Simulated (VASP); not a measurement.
# Au (Cmme) in VASP: single point with PBEsol

Aim: the single point of Au with PBEsol.

Program: VASP 6.6.1. These are calculated values, not measurements. Logs are shortened: lines on timing, memory, paths and dates and some standing lists are left out, and cuts for length are marked.

## 1. The cell of the first run

Symmetry: Cmme, No. 67, orthorhombic system. Conventional cell: a = 3.315 Å, b = 4.687 Å, c = 13.875 Å, α = 90.00°, β = 90.00°, γ = 90.00°. Within 3.8 Å of Au (site symmetry mm2) lie 10 Au at 2.87 to 3.31 Å. Au (site symmetry mm2) has 14 Au at 2.87 to 3.31 Å within 3.8 Å.

## 2. Single point, PBEsol (the distance across one plane changed)

The input, INCAR:

```
SYSTEM = Au
  PREC = Accurate
  ENCUT = 520
  EDIFF = 1E-6
  ISMEAR = 0
  SIGMA = 0.15
  LREAL = .False.
  LASPH = .True.
  NELM = 60
  ALGO = Fast
  ISIF = 2
  LWAVE = .False.
  LCHARG = .False.
  GGA = PS
  NBANDS = 30
```

The input, KPOINTS:

```
regular mesh
0
Gamma
  17 17 5
  0 0 0
```

The input, POSCAR:

```
Au
1.0
   -1.6572690000      1.6572690000     -1.6572690000
   -1.6572690000     -1.6572690000      1.6572690000
    0.0000000000      9.8110565153      9.8110565153
Au
4
Direct
    0.0000000000      0.0000000000      0.5912147678
    0.5000000000      0.5000000000      0.0844592525
    0.0000000000      0.0000000000      0.2533777576
    0.5000000000      0.5000000000      0.4222962627
```

Potentials or basis: VASP PAW PBE potentials, release 64 (Au).

Launch:

```sh
cat potpaw_PBE.64/Au/POTCAR > POTCAR
mpirun -np 1 vasp_std > vasp.out
```

OUTCAR:

```text
SYSTEM = Au
   PREC = Accurate
   ENCUT = 520
   EDIFF = 1E-6
   ISMEAR = 0
   LREAL = .False.
   LASPH = .True.
   NELM = 60
   ISIF = 2
   GGA = PS

 ion  position               nearest neighbor table
   1  0.000  0.000  0.591-   4 2.87   4 2.87   4 3.31   4 3.31
   2  0.500  0.500  0.084-   3 2.87   3 2.87   3 3.31   3 3.31
   3  0.000  0.000  0.253-   2 2.87   4 2.87   2 2.87   4 2.87   2 3.31   4 3.31   2 3.31   4 3.31

   4  0.500  0.500  0.422-   1 2.87   1 2.87   3 2.87   3 2.87   1 3.31   1 3.31   3 3.31   3 3.31

  LATTYP: Found a base centered orthorhombic cell.
 ALAT       =     3.3145380000
 B/A-ratio  =     1.4142135624
 C/A-ratio  =     4.1860823998

  Lattice vectors:

 A1 = (  -1.6572690000,   1.6572690000,  -1.6572690000)
 A2 = (  -1.6572690000,  -1.6572690000,   1.6572690000)
 A3 = (   0.0000000000,   9.8110565153,   9.8110565153)

Analysis of symmetry for initial positions (statically):
=====================================================================
 Subroutine PRICEL returns:
 Original cell was already a primitive cell.

 Routine SETGRP: Setting up the symmetry group for a
 base centered orthorhombic supercell.

 Subroutine GETGRP returns: Found  8 space group operations
 (whereof  4 operations were pure point group operations)
 out of a pool of  8 trial point group operations.

The static configuration has the point symmetry C_2v.
 The point group associated with its full space group is D_2h.

Analysis of symmetry for dynamics (positions and initial velocities):
=====================================================================
 Subroutine PRICEL returns:
 Original cell was already a primitive cell.

 Routine SETGRP: Setting up the symmetry group for a
 base centered orthorhombic supercell.

 Subroutine GETGRP returns: Found  8 space group operations
 (whereof  4 operations were pure point group operations)
 out of a pool of  8 trial point group operations.

The dynamic configuration has the point symmetry C_2v.
 The point group associated with its full space group is D_2h.

 Subroutine INISYM returns: Found  8 space group operations
 (whereof  4 operations are pure point group operations),
 and found     1 'primitive' translations

----------------------------------------------------------------------------------------

                                     Primitive cell

  volume of cell :     107.7859

  direct lattice vectors                    reciprocal lattice vectors
    -1.657269000  1.657269000 -1.657269000    -0.301701172  0.150850586 -0.150850586
    -1.657269000 -1.657269000  1.657269000    -0.301701172 -0.150850586  0.150850586
     0.000000000  9.811056515  9.811056515     0.000000000  0.050962911  0.050962911

  length of vectors
     2.870474110  2.870474110 13.874929185     0.369506963  0.369506963  0.072072440

  position of ions in fractional coordinates (direct lattice)
     0.000000000  0.000000000  0.591214768
     0.500000000  0.500000000  0.084459252
     0.000000000  0.000000000  0.253377758
     0.500000000  0.500000000  0.422296263

  ion indices of the primitive-cell ions
   primitive index   ion index
                 1           1
                 2           2
                 3           3
                 4           4

----------------------------------------------------------------------------------------

 KPOINTS: regular mesh

Automatic generation of k-mesh.
 Grid dimensions read from file:
 generate k-points for:   17   17    5

 Generating k-lattice:

  Cartesian coordinates                     Fractional coordinates (reciprocal lattice)
    -0.017747128  0.008873564 -0.008873564     0.058823529  0.000000000  0.000000000
    -0.017747128 -0.008873564  0.008873564     0.000000000  0.058823529  0.000000000
     0.000000000  0.010192582  0.010192582     0.000000000  0.000000000  0.200000000

  Length of vectors
     0.021735704  0.021735704  0.014414488

  Shift w.r.t. Gamma in fractional coordinates (k-lattice)
     0.000000000  0.000000000  0.000000000

 Subroutine IBZKPT returns following result:
 ===========================================

 Found    243 irreducible k-points:

 Following reciprocal coordinates:
            Coordinates               Weight
  0.000000  0.000000  0.000000      1.000000
  0.058824  0.000000  0.000000      4.000000
  0.117647  0.000000  0.000000      4.000000
  0.176471  0.000000  0.000000      4.000000
  0.235294  0.000000  0.000000      4.000000
  0.294118  0.000000  0.000000      4.000000
[... 16 lines left out ...]
 -0.176471  0.058824  0.000000      4.000000
 -0.117647  0.058824  0.000000      4.000000
 [... further k-points ...]
   k-points           NKPTS =    243   k-points in BZ     NKDIM =    243   number of bands    NBANDS=     30
   number of dos      NEDOS =    301   number of ions     NIONS =      4
   total plane-waves  NPLWV =  62208
   dimension x,y,z NGX =    24 NGY =   24 NGZ =  108
   dimension x,y,z NGXF=    48 NGYF=   48 NGZF=  216
   ions per type =               4
   NGX,Y,Z   is equivalent  to a cutoff of  13.90, 13.90, 12.94 a.u.
   NGXF,Y,Z  is equivalent  to a cutoff of  27.80, 27.80, 25.88 a.u.
 SYSTEM =  Au
   PREC   = accura    normal or accurate (medium, high low for compatibility)
   ISTART =      0    job   : 0-new  1-cont  2-samecut
   ICHARG =      2    charge: 1-file 2-atom 10-const
   ISPIN  =      1    spin polarized calculation?
   LNONCOLLINEAR =      F non collinear calculations
   LSORBIT =      F    spin-orbit coupling
   LASPH  =      T    aspherical Exc in radial PAW
   ENCUT  =  520.0 eV  38.22 Ry    6.18 a.u.   5.34  5.34 25.80*2*pi/ulx,y,z
   NELM   =     60;   NELMIN=  2; NELMDL= -5     # of ELM steps
   EDIFF  = 0.1E-05   stopping-criterion for ELM
   LREAL  =      F    real-space projection
   EDIFFG = 0.1E-04   stopping-criterion for IOM
   NSW    =      0    number of steps for IOM
   IBRION =     -1    ionic relax: 0-MD 1-quasi-New 2-CG
   NFREE  =      0    steps in history (QN), initial steepest desc. (CG)
   ISIF   =      2    stress and relaxation
   ISYM   =      2    0-nonsym 1-usesym 2-fastsym
   POTIM  = 0.5000    time-step for ionic-motion
   TEBEG  =    0.0;   TEEND  =   0.0 temperature during run
   PSTRESS=    0.0 pullay stress
   NELECT =      44.0000    total number of electrons
   NUPDOWN=      -1.0000    fix difference up-down
   EMIN   =  10.00;   EMAX   =-10.00  energy-range for DOS
   EFERMI =   0.00;   METHOD = LEGACY
   ISMEAR =     0;   SIGMA  =   0.15  broadening in eV -4-tet -1-fermi 0-gaus
   EFERMI_NEDOS =   21; number of points for ismear=-14 and -15
   IALGO  =     68    algorithm
   IMIX   =      4    mixing-type and parameters
     AMIX     =   0.40;   BMIX     =  1.00
     AMIX_MAG =   1.60;   BMIX_MAG =  1.00
  volume/ion in A,a.u.               =      26.95       181.84
  Fermi-wavevector in a.u.,A,eV,Ry     =   1.214428  2.294936 20.066356  1.474836
  Thomas-Fermi vector in A             =   2.349848
   LORBIT       =      0    0 simple, 1 ext, 2 COOP (PROOUT), +10 PAW based schemes
   GGA     = PS    functional components
   LHFCALC =     F    Hartree Fock is set to
   AEXX    =    0.0000 exact exchange contribution
   IVDW    =     0    specifies the selected vdW correction
   LEPSILON=     F    determine dielectric tensor
   LRPA    =     F    only Hartree local field effects (RPA)
 non-spin polarized calculation
 RMM-DIIS sequential band-by-band and
 Gauss-broadening in eV      SIGMA  =   0.15
  energy-cutoff  :      520.00
  volume of cell :      107.79
 maximum number of plane-waves:      2931
 NGX is ok and might be reduce to    24
   NGX = 11   NGY = 11   NGZ = 51

 number of electron      44.0000001 magnetization

 Free energy of the ion-electron system (eV)
  ---------------------------------------------------
  ext. energy  EPLUGINS =         0.00000000
  ---------------------------------------------------
  free energy    TOTEN  =       -14.37969609 eV

  energy without entropy =      -14.35985742  energy(sigma->0) =      -14.36977676

 E-fermi :   3.7486     XC(G=0):  -9.3705

 val. band max:        3.7473626273   @ k =   0.2353   0.1765   0.0000
 cond. band min:       3.7528881844   @ k =   0.2941   0.1176   0.0000
 fundamental gap:      0.0055255570
 Fermi energy:         3.7486000368

 k-point     1 :       0.0000    0.0000    0.0000
  band No.  band energies     occupation
      1      -4.9294      2.00000
      2      -3.7646      2.00000
      3      -2.7113      2.00000
      4      -2.6662      2.00000
      5      -1.4990      2.00000
      6      -1.1449      2.00000
[... 22 lines left out ...]
     29      14.9967      0.00000
     30      16.6520      0.00000

 k-point     2 :       0.0588    0.0000    0.0000
  band No.  band energies     occupation
      1      -4.8410      2.00000
      2      -3.6803      2.00000
      3      -2.6274      2.00000
      4      -2.5927      2.00000
      5      -1.4782      2.00000
      6      -1.1271      2.00000
[... 22 lines left out ...]
     29      15.0207      0.00000
     30      16.5304      0.00000

 k-point     3 :       0.1176    0.0000    0.0000
  band No.  band energies     occupation
      1      -4.5828      2.00000
      2      -3.4418      2.00000
      3      -2.3974      2.00000
      4      -2.3897      2.00000
      5      -1.4158      2.00000
      6      -1.0691      2.00000
[... 22 lines left out ...]
     29      15.0311      0.00000
     30      15.6483      0.00000

 k-point     4 :       0.1765    0.0000    0.0000
  band No.  band energies     occupation
      1      -4.1785      2.00000
      2      -3.1008      2.00000
      3      -2.1204      2.00000
      4      -2.1075      2.00000
      5      -1.3017      2.00000
      6      -0.9419      2.00000
[... 616 lines left out ...]
     29      13.6920      0.00000
     30      15.0767      0.00000

 k-point    23 :      -0.1765    0.0588    0.0000
  band No.  band energies     occupation
      1      -4.2495      2.00000
      2      -3.1426      2.00000
      3      -2.1477      2.00000
      4      -2.1362      2.00000
      5      -1.1902      2.00000
      6      -0.8492      2.00000
[... 22 lines left out ...]
     29      14.9394      0.00000
     30      15.2284      0.00000

 k-point    24 :      -0.1176    0.0588    0.0000
  band No.  band energies     occupation
      1      -4.6061      2.00000
      2      -3.4546      2.00000
      3      -2.4125      2.00000
      4      -2.4044      2.00000
      5      -1.3082      2.00000
      6      -0.9645      2.00000
[... 22 lines left out ...]
     29      15.1206      0.00000
     30      16.2020      0.00000

 [... further k-points ...]
[... 5 lines left out ...]
  --------------------------------------------------------------------------------------
  -------------------------------------------------------------------------------------
  Total       -6.1006693     -4.7971143     -4.7971143      0.0000000      1.3886532     -0.0000000
  in kB      -90.6830852    -71.3064590    -71.3064590      0.0000000     20.6415641     -0.0000000
  external PRESSURE =     -77.7653344 kB  Pullay stress =       0.0000000 kB

 VOLUME and BASIS-vectors are now :
 -----------------------------------------------------------------------------
  energy-cutoff  :      520.00
  volume of cell :      107.79
      direct lattice vectors                 reciprocal lattice vectors
    -1.657269000  1.657269000 -1.657269000    -0.301701172  0.150850586 -0.150850586
    -1.657269000 -1.657269000  1.657269000    -0.301701172 -0.150850586  0.150850586
     0.000000000  9.811056515  9.811056515     0.000000000  0.050962911  0.050962911

 POSITION                                       TOTAL-FORCE (eV/Angst)
 -----------------------------------------------------------------------------------
      0.00000      5.80044      5.80044        -0.000000     -0.314922     -0.314922
     -1.65727      0.82863      0.82863         0.000000      0.314922      0.314922
      0.00000      2.48590      2.48590         0.000000      0.063201      0.063201
     -1.65727      4.14317      4.14317        -0.000000     -0.063201     -0.063201
 -----------------------------------------------------------------------------------
    total drift:                                0.000000      0.000001      0.000001

  FREE ENERGIE OF THE ION-ELECTRON SYSTEM (eV)
  ---------------------------------------------------
  free  energy   TOTEN  =       -14.3796960920 eV

  energy  without entropy=      -14.3598574192  energy(sigma->0) =      -14.36977676
```

Wall time 5.1 min (1 thread of Intel Xeon 6975P-C (Granite Rapids), shared host); peak memory 0.66 GiB.

Results:

* Free energy: -14.3797 eV
* Pressure: -7.8 GPa
* Largest force: 0.445 eV/Å
* Band gap on the k mesh: zero (bands 22 and 23 overlap by 4.91 eV)

Forces in eV/Å, atoms in the order of the input:
```
Au   0.000 -0.315 -0.315
Au   0.000  0.315  0.315
Au   0.000  0.063  0.063
Au   0.000 -0.063 -0.063
```

Levels at points of the mesh, in eV from the Fermi level:
```csv
k point,band 19,band 20,band 21,band 22,band 23,band 24,band 25,band 26
"(0.00, 0.00, 0.00)",-2.53,-2.20,-2.20,-2.17,-1.47,-0.82,0.51,5.55
```

Caveat: the cell differs from its parent crystal (the distance across one plane changed); the cell stands under tension; the PAW data sets were made with another functional, which shifts forces and pressure a little; spin-orbit coupling is left out, which moves the levels of the heavy elements.
